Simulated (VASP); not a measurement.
# Si2Sn5 (P4/mmm) in VASP: single point with PBE

Aim: the single point of Si2Sn5 with PBE.

Everything below comes from runs of VASP 6.6.1. Logs are shortened: lines on timing, memory, paths and dates and some standing lists are left out, and cuts for length are marked.

## 1. The cell of the first run

The structure is tetragonal, space group P4/mmm (No. 123). The conventional cell has a = 5.277 Å, b = 5.277 Å, c = 8.413 Å, α = 90.00°, β = 90.00°, γ = 90.00°. Si (site symmetry 4/mmm) has 4 Sn at 2.64 Å within 3.5 Å. Within 3.5 Å of Si (site symmetry 4/mmm) lie 6 Sn at 2.64 to 2.72 Å. Within 3.5 Å of Sn (site symmetry mmm) lie 4 Si at 2.64 Å. Within 5.3 Å of Sn (site symmetry 4/mmm) lie 20 Sn at 4.02 to 5.28 Å and 2 Si at 4.21 Å. Sn (site symmetry 4mm) has 1 Si at 2.72 Å and 1 Sn at 2.98 Å within 3.6 Å.

The cell was built from a structure type or drawn by symmetry, and may not be a known phase.

## 2. Single point, PBE

INCAR reads:

```
SYSTEM = Si2Sn5
  PREC = Accurate
  ENCUT = 500
  EDIFF = 1E-6
  ISMEAR = 0
  SIGMA = 0.2
  LREAL = .False.
  LASPH = .True.
  NELM = 120
  ALGO = Normal
  ISIF = 2
  LWAVE = .False.
  LCHARG = .False.
  GGA = PE
  NBANDS = 48
  GGA_COMPAT = .False.
```

KPOINTS reads:

```
regular mesh
0
Gamma
  4 4 2
  0 0 0
```

POSCAR reads:

```
Si2Sn5
1.0
    5.2771636499      0.0000000000      0.0000000000
    0.0000000000      5.2771636499      0.0000000000
    0.0000000000      0.0000000000      8.4130602081
Si Sn
2 5
Direct
    0.0000000000      0.0000000000      0.0000000000
    0.5000000000      0.5000000000      0.0000000000
    0.0000000000      0.5000000000      0.0000000000
    0.5000000000      0.0000000000      0.0000000000
    0.0000000000      0.0000000000      0.5000000000
    0.5000000000      0.5000000000      0.3228962310
    0.5000000000      0.5000000000      0.6771037690
```

Potentials or basis: VASP PAW PBE potentials, release 64 (Si, Sn_d).

Command:

```bash
cat potpaw_PBE.64/Si/POTCAR potpaw_PBE.64/Sn_d/POTCAR > POTCAR
mpirun -np 1 vasp_std > vasp.out
```

OUTCAR:

```text
SYSTEM = Si2Sn5
   PREC = Accurate
   ENCUT = 500
   EDIFF = 1E-6
   ISMEAR = 0
   LREAL = .False.
   LASPH = .True.
   NELM = 120
   ISIF = 2
   GGA = PE

 ion  position               nearest neighbor table
   1  0.000  0.000  0.000-   3 2.64   4 2.64   3 2.64   4 2.64
   2  0.500  0.500  0.000-   3 2.64   4 2.64   4 2.64   3 2.64   6 2.72   7 2.72
   3  0.000  0.500  0.000-   1 2.64   2 2.64   1 2.64   2 2.64   4 3.73   4 3.73   4 3.73   4 3.73

   4  0.500  0.000  0.000-   1 2.64   2 2.64   2 2.64   1 2.64   3 3.73   3 3.73   3 3.73   3 3.73

   5  0.000  0.000  0.500-
   6  0.500  0.500  0.323-   2 2.72   7 2.98
   7  0.500  0.500  0.677-   2 2.72   6 2.98

  LATTYP: Found a simple tetragonal cell.
 ALAT       =     5.2771636499
 C/A-ratio  =     1.5942390205

  Lattice vectors:

 A1 = (   5.2771636499,   0.0000000000,   0.0000000000)
 A2 = (   0.0000000000,   5.2771636499,   0.0000000000)
 A3 = (   0.0000000000,   0.0000000000,   8.4130602081)

Analysis of symmetry for initial positions (statically):
=====================================================================
 Subroutine PRICEL returns:
 Original cell was already a primitive cell.

 Routine SETGRP: Setting up the symmetry group for a
 simple tetragonal supercell.

 Subroutine GETGRP returns: Found 16 space group operations
 (whereof 16 operations were pure point group operations)
 out of a pool of 16 trial point group operations.

The static configuration has the point symmetry D_4h.

Analysis of symmetry for dynamics (positions and initial velocities):
=====================================================================
 Subroutine PRICEL returns:
 Original cell was already a primitive cell.

 Routine SETGRP: Setting up the symmetry group for a
 simple tetragonal supercell.

 Subroutine GETGRP returns: Found 16 space group operations
 (whereof 16 operations were pure point group operations)
 out of a pool of 16 trial point group operations.

The dynamic configuration has the point symmetry D_4h.

 Subroutine INISYM returns: Found 16 space group operations
 (whereof 16 operations are pure point group operations),
 and found     1 'primitive' translations

----------------------------------------------------------------------------------------

                                     Primitive cell

  volume of cell :     234.2907

  direct lattice vectors                    reciprocal lattice vectors
     5.277163650  0.000000000  0.000000000     0.189495734  0.000000000  0.000000000
     0.000000000  5.277163650  0.000000000     0.000000000  0.189495734  0.000000000
     0.000000000  0.000000000  8.413060208     0.000000000  0.000000000  0.118862813

  length of vectors
     5.277163650  5.277163650  8.413060208     0.189495734  0.189495734  0.118862813

  position of ions in fractional coordinates (direct lattice)
     0.000000000  0.000000000  0.000000000
     0.500000000  0.500000000  0.000000000
     0.000000000  0.500000000  0.000000000
     0.500000000  0.000000000  0.000000000
     0.000000000  0.000000000  0.500000000
     0.500000000  0.500000000  0.322896231
     0.500000000  0.500000000  0.677103769

  ion indices of the primitive-cell ions
   primitive index   ion index
                 1           1
                 2           2
                 3           3
                 4           4
                 5           5
                 6           6
                 7           7

----------------------------------------------------------------------------------------

 KPOINTS: regular mesh

Automatic generation of k-mesh.
 Grid dimensions read from file:
 generate k-points for:    4    4    2

 Generating k-lattice:

  Cartesian coordinates                     Fractional coordinates (reciprocal lattice)
     0.047373934  0.000000000  0.000000000     0.250000000  0.000000000  0.000000000
     0.000000000  0.047373934  0.000000000     0.000000000  0.250000000  0.000000000
     0.000000000  0.000000000  0.059431406     0.000000000  0.000000000  0.500000000

  Length of vectors
     0.047373934  0.047373934  0.059431406

  Shift w.r.t. Gamma in fractional coordinates (k-lattice)
     0.000000000  0.000000000  0.000000000

 Subroutine IBZKPT returns following result:
 ===========================================

 Found     12 irreducible k-points:

 Following reciprocal coordinates:
            Coordinates               Weight
  0.000000  0.000000  0.000000      1.000000
  0.250000  0.000000  0.000000      4.000000
  0.500000  0.000000  0.000000      2.000000
  0.250000  0.250000  0.000000      4.000000
  0.500000  0.250000  0.000000      4.000000
  0.500000  0.500000  0.000000      1.000000
  0.000000  0.000000  0.500000      1.000000
  0.250000  0.000000  0.500000      4.000000
  0.500000  0.000000  0.500000      2.000000
  0.250000  0.250000  0.500000      4.000000
  0.500000  0.250000  0.500000      4.000000
  0.500000  0.500000  0.500000      1.000000
   k-points           NKPTS =     12   k-points in BZ     NKDIM =     12   number of bands    NBANDS=     48
   number of dos      NEDOS =    301   number of ions     NIONS =      7
   total plane-waves  NPLWV = 102400
   dimension x,y,z NGX =    40 NGY =   40 NGZ =   64
   dimension x,y,z NGXF=    80 NGYF=   80 NGZF=  128
   ions per type =               2   5
   NGX,Y,Z   is equivalent  to a cutoff of  12.60, 12.60, 12.65 a.u.
   NGXF,Y,Z  is equivalent  to a cutoff of  25.20, 25.20, 25.29 a.u.
 SYSTEM =  Si2Sn5
   PREC   = accura    normal or accurate (medium, high low for compatibility)
   ISTART =      0    job   : 0-new  1-cont  2-samecut
   ICHARG =      2    charge: 1-file 2-atom 10-const
   ISPIN  =      1    spin polarized calculation?
   LNONCOLLINEAR =      F non collinear calculations
   LSORBIT =      F    spin-orbit coupling
   LASPH  =      T    aspherical Exc in radial PAW
   ENCUT  =  500.0 eV  36.75 Ry    6.06 a.u.   9.62  9.62 15.34*2*pi/ulx,y,z
   NELM   =    120;   NELMIN=  2; NELMDL= -5     # of ELM steps
   EDIFF  = 0.1E-05   stopping-criterion for ELM
   LREAL  =      F    real-space projection
   EDIFFG = 0.1E-04   stopping-criterion for IOM
   NSW    =      0    number of steps for IOM
   IBRION =     -1    ionic relax: 0-MD 1-quasi-New 2-CG
   NFREE  =      0    steps in history (QN), initial steepest desc. (CG)
   ISIF   =      2    stress and relaxation
   ISYM   =      2    0-nonsym 1-usesym 2-fastsym
   POTIM  = 0.5000    time-step for ionic-motion
   TEBEG  =    0.0;   TEEND  =   0.0 temperature during run
   PSTRESS=    0.0 pullay stress
   NELECT =      78.0000    total number of electrons
   NUPDOWN=      -1.0000    fix difference up-down
   EMIN   =  10.00;   EMAX   =-10.00  energy-range for DOS
   EFERMI =   0.00;   METHOD = LEGACY
   ISMEAR =     0;   SIGMA  =   0.20  broadening in eV -4-tet -1-fermi 0-gaus
   EFERMI_NEDOS =   21; number of points for ismear=-14 and -15
   IALGO  =     38    algorithm
   IMIX   =      4    mixing-type and parameters
     AMIX     =   0.40;   BMIX     =  1.00
     AMIX_MAG =   1.60;   BMIX_MAG =  1.00
  volume/ion in A,a.u.               =      33.47       225.87
  Fermi-wavevector in a.u.,A,eV,Ry     =   1.134631  2.144142 17.515971  1.287388
  Thomas-Fermi vector in A             =   2.271335
   LORBIT       =      0    0 simple, 1 ext, 2 COOP (PROOUT), +10 PAW based schemes
   GGA     = PE    functional components
   LHFCALC =     F    Hartree Fock is set to
   AEXX    =    0.0000 exact exchange contribution
   IVDW    =     0    specifies the selected vdW correction
   LEPSILON=     F    determine dielectric tensor
   LRPA    =     F    only Hartree local field effects (RPA)
 non-spin polarized calculation
 Gauss-broadening in eV      SIGMA  =   0.20
  energy-cutoff  :      500.00
  volume of cell :      234.29
 maximum number of plane-waves:      5995
 NGX is ok and might be reduce to    40
   NGX = 19   NGY = 19   NGZ = 31

 number of electron      78.0000000 magnetization

 Free energy of the ion-electron system (eV)
  ---------------------------------------------------
  ext. energy  EPLUGINS =         0.00000000
  ---------------------------------------------------
  free energy    TOTEN  =       -25.24684396 eV

  energy without entropy =      -25.11844375  energy(sigma->0) =      -25.18264385

 E-fermi :   4.6507     XC(G=0):  -8.7389

 val. band max:        4.6245989004   @ k =   0.5000   0.5000   0.0000
 cond. band min:       4.6737225868   @ k =   0.5000   0.0000   0.0000
 fundamental gap:      0.0491236864
 Fermi energy:         4.6507261374

 k-point     1 :       0.0000    0.0000    0.0000
  band No.  band energies     occupation
      1     -17.0304      2.00000
      2     -17.0296      2.00000
      3     -17.0166      2.00000
      4     -17.0166      2.00000
      5     -17.0122      2.00000
      6     -16.9884      2.00000
[... 40 lines left out ...]
     47       7.5282      0.00000
     48       8.2395      0.00000

 k-point     2 :       0.2500    0.0000    0.0000
  band No.  band energies     occupation
      1     -17.0300      2.00000
      2     -17.0294      2.00000
      3     -17.0170      2.00000
      4     -17.0168      2.00000
      5     -17.0122      2.00000
      6     -16.9842      2.00000
[... 40 lines left out ...]
     47       6.9854      0.00000
     48       8.2570      0.00000

 k-point     3 :       0.5000    0.0000    0.0000
  band No.  band energies     occupation
      1     -17.0296      2.00000
      2     -17.0292      2.00000
      3     -17.0173      2.00000
      4     -17.0170      2.00000
      5     -17.0123      2.00000
      6     -16.9802      2.00000
[... 448 lines left out ...]
     47       7.5160      0.00000
     48       8.5279      0.00000

 k-point    12 :       0.5000    0.5000    0.5000
  band No.  band energies     occupation
      1     -17.0290      2.00000
      2     -17.0288      2.00000
      3     -17.0168      2.00000
      4     -17.0168      2.00000
      5     -17.0119      2.00000
      6     -16.9762      2.00000
[... 40 lines left out ...]
     47       8.0083      0.00000
     48       8.4462      0.00000

------------------------ aborting loop because EDIFF is reached ----------------------------------------

  FORCE on cell =-STRESS in cart. coord.  units (eV):
  Direction    XX          YY          ZZ          XY          YZ          ZX
  --------------------------------------------------------------------------------------
  -------------------------------------------------------------------------------------
  Total       -0.0262006     -0.0262006      0.2154199      0.0000000      0.0000000      0.0000000
  in kB       -0.1791704     -0.1791704      1.4731306      0.0000000      0.0000000      0.0000000
  external PRESSURE =       0.3715966 kB  Pullay stress =       0.0000000 kB

 VOLUME and BASIS-vectors are now :
 -----------------------------------------------------------------------------
  energy-cutoff  :      500.00
  volume of cell :      234.29
      direct lattice vectors                 reciprocal lattice vectors
     5.277163650  0.000000000  0.000000000     0.189495734  0.000000000  0.000000000
     0.000000000  5.277163650  0.000000000     0.000000000  0.189495734  0.000000000
     0.000000000  0.000000000  8.413060208     0.000000000  0.000000000  0.118862813

 POSITION                                       TOTAL-FORCE (eV/Angst)
 -----------------------------------------------------------------------------------
      0.00000      0.00000      0.00000        -0.000000      0.000000      0.000000
      2.63858      2.63858      0.00000        -0.000000      0.000000      0.000000
      0.00000      2.63858      0.00000        -0.000000      0.000000      0.000000
      2.63858      0.00000      0.00000        -0.000000      0.000000      0.000000
      0.00000      0.00000      4.20653        -0.000000      0.000000      0.000000
      2.63858      2.63858      2.71655         0.000000      0.000000     -0.006164
      2.63858      2.63858      5.69651         0.000000     -0.000000      0.006164
 -----------------------------------------------------------------------------------
    total drift:                               -0.000000      0.000000     -0.000000

  FREE ENERGIE OF THE ION-ELECTRON SYSTEM (eV)
  ---------------------------------------------------
  free  energy   TOTEN  =       -25.2468439563 eV

  energy  without entropy=      -25.1184437526  energy(sigma->0) =      -25.18264385
```

Wall time 2.9 min (1 thread of Intel Xeon 8259CL, shared host); peak memory 0.35 GiB.

What came out:

```yaml
Free_energy: -25.2468 eV
Pressure: 0.0 GPa
Largest_force: 0.006 eV/Å
Band_gap_on_the_k_mesh: zero (bands 39 and 40 overlap by 1.16 eV)
```

Forces on the atoms (eV/Å):
```
Si   0.000  0.000  0.000
Si   0.000  0.000  0.000
Sn   0.000  0.000  0.000
Sn   0.000  0.000  0.000
Sn   0.000  0.000  0.000
Sn   0.000  0.000 -0.006
Sn   0.000  0.000  0.006
```

Levels at points of the mesh, in eV from the Fermi level:
```tsv
k point	band 35	band 36	band 37	band 38	band 39	band 40	band 41	band 42	band 43	band 44
(0.00, 0.00, 0.00)	-1.49	-1.49	-1.05	-0.69	-0.60	-0.60	0.47	0.78	0.78	1.01
(0.50, 0.00, 0.00)	-2.69	-0.60	-0.10	0.02	0.45	0.72	0.79	1.07	1.08	1.08
(0.50, 0.50, 0.00)	-1.61	-1.61	-1.14	-0.03	0.07	1.22	1.22	1.82	1.85	2.11
(0.00, 0.00, 0.50)	-1.44	-1.44	-1.00	-1.00	-0.75	-0.71	0.73	0.91	1.91	1.91
(0.50, 0.00, 0.50)	-3.43	-2.16	-0.65	-0.13	0.06	0.35	0.73	1.20	1.28	1.68
(0.50, 0.50, 0.50)	-2.58	-0.35	0.13	0.13	0.41	0.56	0.56	1.54	1.54	1.85
```

Caveat: the k points lie up to 0.37 Å⁻¹ apart, too coarse for converged energies and pressures of a metal; spin-orbit coupling is left out, which moves the levels of the heavy elements.
